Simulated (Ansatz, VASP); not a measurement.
# One calculation of AlNi, two programs

Contents of INCAR:

```
PREC = Accurate
ENCUT = 520
EDIFF = 1E-7
ISMEAR = 0
SIGMA = 0.15
LREAL = False
LASPH = True
NELM = 60
ALGO = Fast
ISIF = 2
LWAVE = False
LCHARG = True
GGA = PS
LELF = True
LVHAR = True
NBANDS = 14
```

Contents of KPOINTS:

```
Automatic mesh
0
Gamma
  20 20 20
```

Contents of POSCAR:

```
AlNi
1.0
    3.2376816720      0.0000000000      0.0000000000
    0.0000000000      3.2376816720      0.0000000000
    0.0000000000      0.0000000000      2.8621655516
Al Ni
1 1
Direct
    0.0000000000      0.0000000000      0.0000000000
    0.5000000000      0.5000000000      0.5000000000
```

Input for Ansatz:

```yaml
crystal:
  lattice:
    - [3.237681672, 0.0, 0.0]
    - [0.0, 3.237681672, 0.0]
    - [0.0, 0.0, 2.8621655516]
  atoms:
    - { symbol: Al, position: [0.0, 0.0, 0.0] }
    - { symbol: Ni, position: [0.5, 0.5, 0.5] }
basis:
  ecutwfc: 420
kpoints:
  mp_grid: { grid: [20, 20, 20] }
hamiltonian:
  xc: pbesol
scf:
  occupations: { method: gaussian, width: 0.15 }
output:
  forces: true
  stress: true
  eigenvalues: true
```

Change from the starting cell: strain +0.1312 x Voigt [1, 1, 0, 0, 0, 0], atoms carried along.

Alike in both runs: task single point; functional PBEsol; k mesh 20 × 20 × 20; occupations gaussian, width 0.15 eV; no spin polarisation.

```csv
,VASP,Ansatz
version,VASP 6.6.1,Ansatz 0.2.0
potentials or method,"VASP PAW PBE potentials, release 64 (Al, Ni), cutoff 520 eV","scalar-relativistic, plane waves, PAW"
valence electrons in the cell,13,21
```

|  | VASP | Ansatz | Ansatz less VASP |
| --- | --- | --- | --- |
| gap on the k mesh at the Fermi level (eV) | none | none | - |
| pressure (GPa) | -24.0 | -24.2 | -0.21 |
| traceless stress, the component that is largest in VASP (GPa) | 4.18 | 4.07 | -0.105 |

VASP's potentials were made for PBE, not for PBEsol. A gap of «none» marks a metal or a gap that the smearing closes. The functional is the same, so the differences come from potentials, cutoffs and numerics. VASP's potentials hold 13 valence electrons a cell and Ansatz's 21, so a difference there can come from the potentials and not from the codes.
